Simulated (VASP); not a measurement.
# InP (Fm-3m) in VASP: further runs

InP is run at these levels: PBEsol; tasks: single point.

Everything below comes from runs of VASP 6.6.1. Logs are shortened: lines on timing, memory, paths and dates and some standing lists are left out, and cuts for length are marked.

### Step 1. The cell of the first run

The structure is cubic, space group Fm-3m (No. 225). Conventional cell: a = 5.710 Å, b = 5.710 Å, c = 5.710 Å, α = 90.00°, β = 90.00°, γ = 90.00°. In (site symmetry m-3m) has 6 P at 2.85 Å within 3.8 Å. Within 3.8 Å of P (site symmetry m-3m) lie 6 In at 2.85 Å.

### Step 2. Single point, PBEsol

The input, INCAR:

```
PREC = Accurate ; ENCUT = 520
EDIFF = 1E-6 ; ISMEAR = -1
SIGMA = 0.03 ; LREAL = F
LASPH = T ; NELM = 100
ALGO = Normal ; ISIF = 2
LWAVE = F ; LCHARG = F
GGA = PS ; NBANDS = 16
```

The input, KPOINTS:

```
Automatic mesh
0
Gamma
  11 11 11
```

The input, POSCAR:

```
InP
1.0
    0.0000000000      2.8550000000      2.8550000000
    2.8550000000      0.0000000000      2.8550000000
    2.8550000000      2.8550000000      0.0000000000
In P
1 1
Direct
    0.0000000000      0.0000000000      0.0000000000
    0.5000000000      0.5000000000      0.5000000000
```

Potentials or basis: VASP PAW PBE potentials, release 64 (In_d, P).

Started as:

```console
> cat potpaw_PBE.64/In_d/POTCAR potpaw_PBE.64/P/POTCAR > POTCAR
> mpirun -np 1 vasp_std > vasp.out
```

OUTCAR:

```text
PREC = Accurate
   ENCUT = 520
   EDIFF = 1E-6
   ISMEAR = -1
   LREAL = F
   LASPH = T
   NELM = 100
   ISIF = 2
   GGA = PS

 ion  position               nearest neighbor table
   1  0.000  0.000  0.000-   2 2.85   2 2.85   2 2.85   2 2.85   2 2.85   2 2.85
   2  0.500  0.500  0.500-   1 2.85   1 2.85   1 2.85   1 2.85   1 2.85   1 2.85

  LATTYP: Found a face centered cubic cell.
 ALAT       =     5.7100000000

  Lattice vectors:

 A1 = (   0.0000000000,   2.8550000000,   2.8550000000)
 A2 = (   2.8550000000,   0.0000000000,   2.8550000000)
 A3 = (   2.8550000000,   2.8550000000,   0.0000000000)

Analysis of symmetry for initial positions (statically):
=====================================================================
 Subroutine PRICEL returns:
 Original cell was already a primitive cell.

 Routine SETGRP: Setting up the symmetry group for a
 face centered cubic supercell.

 Subroutine GETGRP returns: Found 48 space group operations
 (whereof 48 operations were pure point group operations)
 out of a pool of 48 trial point group operations.

The static configuration has the point symmetry O_h .

Analysis of symmetry for dynamics (positions and initial velocities):
=====================================================================
 Subroutine PRICEL returns:
 Original cell was already a primitive cell.

 Routine SETGRP: Setting up the symmetry group for a
 face centered cubic supercell.

 Subroutine GETGRP returns: Found 48 space group operations
 (whereof 48 operations were pure point group operations)
 out of a pool of 48 trial point group operations.

The dynamic configuration has the point symmetry O_h .

 Subroutine INISYM returns: Found 48 space group operations
 (whereof 48 operations are pure point group operations),
 and found     1 'primitive' translations

----------------------------------------------------------------------------------------

                                     Primitive cell

  volume of cell :      46.5424

  direct lattice vectors                    reciprocal lattice vectors
     0.000000000  2.855000000  2.855000000    -0.175131349  0.175131349  0.175131349
     2.855000000  0.000000000  2.855000000     0.175131349 -0.175131349  0.175131349
     2.855000000  2.855000000  0.000000000     0.175131349  0.175131349 -0.175131349

  length of vectors
     4.037579721  4.037579721  4.037579721     0.303336394  0.303336394  0.303336394

  position of ions in fractional coordinates (direct lattice)
     0.000000000  0.000000000  0.000000000
     0.500000000  0.500000000  0.500000000

  ion indices of the primitive-cell ions
   primitive index   ion index
                 1           1
                 2           2

----------------------------------------------------------------------------------------

 KPOINTS: Automatic mesh

Automatic generation of k-mesh.
 Grid dimensions read from file:
 generate k-points for:   11   11   11

 Generating k-lattice:

  Cartesian coordinates                     Fractional coordinates (reciprocal lattice)
    -0.015921032  0.015921032  0.015921032     0.090909091  0.000000000  0.000000000
     0.015921032 -0.015921032  0.015921032     0.000000000  0.090909091  0.000000000
     0.015921032  0.015921032 -0.015921032     0.000000000  0.000000000  0.090909091

  Length of vectors
     0.027576036  0.027576036  0.027576036

  Shift w.r.t. Gamma in fractional coordinates (k-lattice)
     0.000000000  0.000000000  0.000000000

 Subroutine IBZKPT returns following result:
 ===========================================

 Found     56 irreducible k-points:

 Following reciprocal coordinates:
            Coordinates               Weight
  0.000000  0.000000  0.000000      1.000000
  0.090909  0.000000  0.000000      8.000000
  0.181818  0.000000  0.000000      8.000000
  0.272727  0.000000  0.000000      8.000000
  0.363636  0.000000  0.000000      8.000000
  0.454545  0.000000  0.000000      8.000000
[... 16 lines left out ...]
 -0.272727  0.181818  0.000000     24.000000
 -0.181818  0.181818  0.000000     12.000000
 [... further k-points ...]
   k-points           NKPTS =     56   k-points in BZ     NKDIM =     56   number of bands    NBANDS=     16
   number of dos      NEDOS =    301   number of ions     NIONS =      2
   total plane-waves  NPLWV =  27000
   dimension x,y,z NGX =    30 NGY =   30 NGZ =   30
   dimension x,y,z NGXF=    60 NGYF=   60 NGZF=   60
   ions per type =               1   1
   NGX,Y,Z   is equivalent  to a cutoff of  12.35, 12.35, 12.35 a.u.
   NGXF,Y,Z  is equivalent  to a cutoff of  24.70, 24.70, 24.70 a.u.
 SYSTEM =  unknown system
   PREC   = accura    normal or accurate (medium, high low for compatibility)
   ISTART =      0    job   : 0-new  1-cont  2-samecut
   ICHARG =      2    charge: 1-file 2-atom 10-const
   ISPIN  =      1    spin polarized calculation?
   LNONCOLLINEAR =      F non collinear calculations
   LSORBIT =      F    spin-orbit coupling
   LASPH  =      T    aspherical Exc in radial PAW
   ENCUT  =  520.0 eV  38.22 Ry    6.18 a.u.   7.51  7.51  7.51*2*pi/ulx,y,z
   NELM   =    100;   NELMIN=  2; NELMDL= -5     # of ELM steps
   EDIFF  = 0.1E-05   stopping-criterion for ELM
   LREAL  =      F    real-space projection
   EDIFFG = 0.1E-04   stopping-criterion for IOM
   NSW    =      0    number of steps for IOM
   IBRION =     -1    ionic relax: 0-MD 1-quasi-New 2-CG
   NFREE  =      0    steps in history (QN), initial steepest desc. (CG)
   ISIF   =      2    stress and relaxation
   ISYM   =      2    0-nonsym 1-usesym 2-fastsym
   POTIM  = 0.5000    time-step for ionic-motion
   TEBEG  =    0.0;   TEEND  =   0.0 temperature during run
   PSTRESS=    0.0 pullay stress
   NELECT =      18.0000    total number of electrons
   NUPDOWN=      -1.0000    fix difference up-down
   EMIN   =  10.00;   EMAX   =-10.00  energy-range for DOS
   EFERMI =   0.00;   METHOD = LEGACY
   ISMEAR =    -1;   SIGMA  =   0.03  broadening in eV -4-tet -1-fermi 0-gaus
   EFERMI_NEDOS =   21; number of points for ismear=-14 and -15
   IALGO  =     38    algorithm
   IMIX   =      4    mixing-type and parameters
     AMIX     =   0.40;   BMIX     =  1.00
     AMIX_MAG =   1.60;   BMIX_MAG =  1.00
  volume/ion in A,a.u.               =      23.27       157.04
  Fermi-wavevector in a.u.,A,eV,Ry     =   1.192750  2.253971 19.356375  1.422653
  Thomas-Fermi vector in A             =   2.328781
   LORBIT       =      0    0 simple, 1 ext, 2 COOP (PROOUT), +10 PAW based schemes
   GGA     = PS    functional components
   LHFCALC =     F    Hartree Fock is set to
   AEXX    =    0.0000 exact exchange contribution
   IVDW    =     0    specifies the selected vdW correction
   LEPSILON=     F    determine dielectric tensor
   LRPA    =     F    only Hartree local field effects (RPA)
 non-spin polarized calculation
  energy-cutoff  :      520.00
  volume of cell :       46.54
 maximum number of plane-waves:      1273
 NGX is ok and might be reduce to    30
   NGX = 15   NGY = 15   NGZ = 15

 number of electron      17.9999993 magnetization

 Free energy of the ion-electron system (eV)
  ---------------------------------------------------
  ext. energy  EPLUGINS =         0.00000000
  ---------------------------------------------------
  free energy    TOTEN  =        -8.63007657 eV

  energy without entropy =       -8.62738536  energy(sigma->0) =       -8.62873097

 E-fermi :   5.8224     XC(G=0): -10.1375

 val. band max:        5.8131906503   @ k =   0.4545   0.2727   0.0000
 cond. band min:       5.8572013199   @ k =  -0.0909   0.0909   0.0000
 fundamental gap:      0.0440106697
 Fermi energy:         5.8224022369

 k-point     1 :       0.0000    0.0000    0.0000
  band No.  band energies     occupation
      1      -8.1823      2.00000
      2      -8.1823      2.00000
      3      -8.1662      2.00000
      4      -8.1662      2.00000
      5      -8.1662      2.00000
      6      -5.5327      2.00000
[... 8 lines left out ...]
     15      13.7051      0.00000
     16      13.7051      0.00000

 k-point     2 :       0.0909    0.0000    0.0000
  band No.  band energies     occupation
      1      -8.1850      2.00000
      2      -8.1850      2.00000
      3      -8.1661      2.00000
      4      -8.1622      2.00000
      5      -8.1622      2.00000
      6      -5.4400      2.00000
[... 8 lines left out ...]
     15      13.3714      0.00000
     16      13.7832      0.00000

 k-point     3 :       0.1818    0.0000    0.0000
  band No.  band energies     occupation
      1      -8.1941      2.00000
      2      -8.1941      2.00000
      3      -8.1664      2.00000
      4      -8.1497      2.00000
      5      -8.1497      2.00000
      6      -5.1677      2.00000
[... 8 lines left out ...]
     15      13.8029      0.00000
     16      13.8029      0.00000

 k-point     4 :       0.2727    0.0000    0.0000
  band No.  band energies     occupation
      1      -8.2068      2.00000
      2      -8.2068      2.00000
      3      -8.1675      2.00000
      4      -8.1322      2.00000
      5      -8.1322      2.00000
      6      -4.7391      2.00000
[... 8 lines left out ...]
     15      14.6286      0.00000
     16      14.6286      0.00000
[... 324 lines left out ...]
 k-point    22 :      -0.3636    0.1818    0.0000
  band No.  band energies     occupation
      1      -8.2574      2.00000
      2      -8.2122      2.00000
      3      -8.1558      2.00000
      4      -8.1230      2.00000
      5      -8.1110      2.00000
      6      -3.6083      2.00000
[... 8 lines left out ...]
     15      15.5494      0.00000
     16      16.8326      0.00000

 k-point    23 :      -0.2727    0.1818    0.0000
  band No.  band energies     occupation
      1      -8.2357      2.00000
      2      -8.2129      2.00000
      3      -8.1580      2.00000
      4      -8.1255      2.00000
      5      -8.1244      2.00000
      6      -4.0833      2.00000
[... 8 lines left out ...]
     15      15.6109      0.00000
     16      17.7351      0.00000

 k-point    24 :      -0.1818    0.1818    0.0000
  band No.  band energies     occupation
      1      -8.2137      2.00000
      2      -8.2092      2.00000
      3      -8.1632      2.00000
      4      -8.1392      2.00000
      5      -8.1284      2.00000
      6      -4.5775      2.00000
[... 8 lines left out ...]
     15      15.4374      0.00000
     16      16.5758      0.00000

 [... further k-points ...]
[... 5 lines left out ...]
  --------------------------------------------------------------------------------------
  -------------------------------------------------------------------------------------
  Total       -2.3899156     -2.3899156     -2.3899156      0.0000000      0.0000000     -0.0000000
  in kB      -82.2706270    -82.2706270    -82.2706270      0.0000000      0.0000000     -0.0000000
  external PRESSURE =     -82.2706270 kB  Pullay stress =       0.0000000 kB

 VOLUME and BASIS-vectors are now :
 -----------------------------------------------------------------------------
  energy-cutoff  :      520.00
  volume of cell :       46.54
      direct lattice vectors                 reciprocal lattice vectors
     0.000000000  2.855000000  2.855000000    -0.175131349  0.175131349  0.175131349
     2.855000000  0.000000000  2.855000000     0.175131349 -0.175131349  0.175131349
     2.855000000  2.855000000  0.000000000     0.175131349  0.175131349 -0.175131349

 POSITION                                       TOTAL-FORCE (eV/Angst)
 -----------------------------------------------------------------------------------
      0.00000      0.00000      0.00000        -0.000000     -0.000000     -0.000000
      2.85500      2.85500      2.85500         0.000000      0.000000      0.000000
 -----------------------------------------------------------------------------------
    total drift:                               -0.000000      0.000000      0.000000

  FREE ENERGIE OF THE ION-ELECTRON SYSTEM (eV)
  ---------------------------------------------------
  free  energy   TOTEN  =        -8.6300765727 eV

  energy  without entropy=       -8.6273853577  energy(sigma->0) =       -8.62873097
```

Run time: 38 s. Hardware: 1 thread of Intel Xeon Platinum 8259CL at 2.50GHz (Skylake/Cascade Lake), shared host; peak memory 0.19 GiB.

What came out:

```
Free energy            : -8.6301 eV
Pressure               : -8.2 GPa
Band gap on the k mesh : zero (band 9 reaches 6.15 eV, above the bottom of band 10 at 3.82 eV)
```

Levels at points of the mesh, in eV from the Fermi level:
| k point | band 5 | band 6 | band 7 | band 8 | band 9 | band 10 | band 11 | band 12 | band 13 | band 14 |
| --- | --- | --- | --- | --- | --- | --- | --- | --- | --- | --- |
| (0.00, 0.00, 0.00) | -13.99 | -11.36 | -0.19 | -0.18 | -0.18 | -0.18 | 7.06 | 7.06 | 7.06 | 7.88 |

Caveat: the PAW data sets were made with another functional, which shifts forces and pressure a little; spin-orbit coupling is left out, which moves the levels of the heavy elements.

### Step 3. Single point, PBEsol (volume scaled by 1.03)

The input, INCAR:

```
SYSTEM = InP
PREC = Accurate ; ENCUT = 520
EDIFF = 1E-6 ; ISMEAR = -1
SIGMA = 0.03 ; LREAL = .False.
LASPH = .True. ; NELM = 80
ALGO = Normal ; ISIF = 2
LWAVE = .False. ; LCHARG = .False.
GGA = PS ; NBANDS = 16
```

The input, KPOINTS:

```
regular mesh
0
Gamma
  11 11 11
  0 0 0
```

The input, POSCAR:

```
InP
1.0
    0.0000000000      2.8832691652      2.8832691652
    2.8832691652      0.0000000000      2.8832691652
    2.8832691652      2.8832691652      0.0000000000
In P
1 1
Direct
    0.0000000000      0.0000000000      0.0000000000
    0.5000000000      0.5000000000      0.5000000000
```

Potentials or basis: VASP PAW PBE potentials, release 64 (In_d, P).

Started as:

```console
> cat potpaw_PBE.64/In_d/POTCAR potpaw_PBE.64/P/POTCAR > POTCAR
> mpirun -np 1 vasp_std > vasp.out
```

It took 47 s on 1 thread of Intel Xeon Platinum 8259CL at 2.50GHz (Skylake/Cascade Lake), shared host; peak memory 0.19 GiB.

It converged, with:

```yaml
Free_energy: -8.5540 eV
Pressure: -9.3 GPa
Band_gap_on_the_k_mesh: zero (band 9 reaches 5.82 eV, above the bottom of band 10 at 3.58 eV)
```

Levels at points of the mesh, in eV from the Fermi level:
```tsv
k point	band 5	band 6	band 7	band 8	band 9	band 10	band 11	band 12	band 13	band 14
(0.00, 0.00, 0.00)	-13.96	-11.16	-0.40	-0.17	-0.17	-0.17	7.05	7.05	7.05	7.71
```

Caveat: the PAW data sets were made with another functional, which shifts forces and pressure a little; spin-orbit coupling is left out, which moves the levels of the heavy elements.
